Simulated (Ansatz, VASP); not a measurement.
# GaSb: VASP beside Ansatz

```
CELL_PARAMETERS angstrom
-1.45378 2.51180 3.01444
1.45378 -2.51180 3.01444
1.45378 2.51180 -3.01444
ATOMIC_POSITIONS crystal
Ga 0.00000 0.00000 0.00000
Sb 0.50000 0.50000 0.00000
```

Change from the starting cell: strain +e along x and -e along y -0.0400, strain +e along z and -e/2 along x and y +0.0750.

Alike in both runs: task single point; functional LDA; k mesh 16 × 16 × 16; occupations gaussian, width 0.15 eV; no spin polarisation.

```csv
,VASP,Ansatz
version,VASP 6.6.1,Ansatz 0.2.0
potentials or method,"VASP PAW LDA potentials, release 64 (Ga_d, Sb), cutoff 520 eV","scalar-relativistic, plane waves, PAW"
valence electrons in the cell,18,28
```

Ansatz gave:

```
gap on the k mesh at the Fermi level (eV)                     : none
pressure (GPa)                                                : 2.5
traceless stress, the component that is largest in VASP (GPa) : -10.05
```

Problem. Which values does VASP return?

Solution. gap on the k mesh at the Fermi level (eV): none; pressure (GPa): 2.6; traceless stress, the component that is largest in VASP (GPa): -10.22.

Ansatz warns that its potentials were made for another functional, while VASP's fit it. LDA's correlation is that of Perdew and Zunger in VASP and of Perdew and Wang (1992) in Ansatz. A gap of «none» marks a metal or a gap that the smearing closes. VASP's potentials hold 18 valence electrons a cell and Ansatz's 28, so a difference there can come from the potentials and not from the codes.

Neither program's run includes spin-orbit coupling.
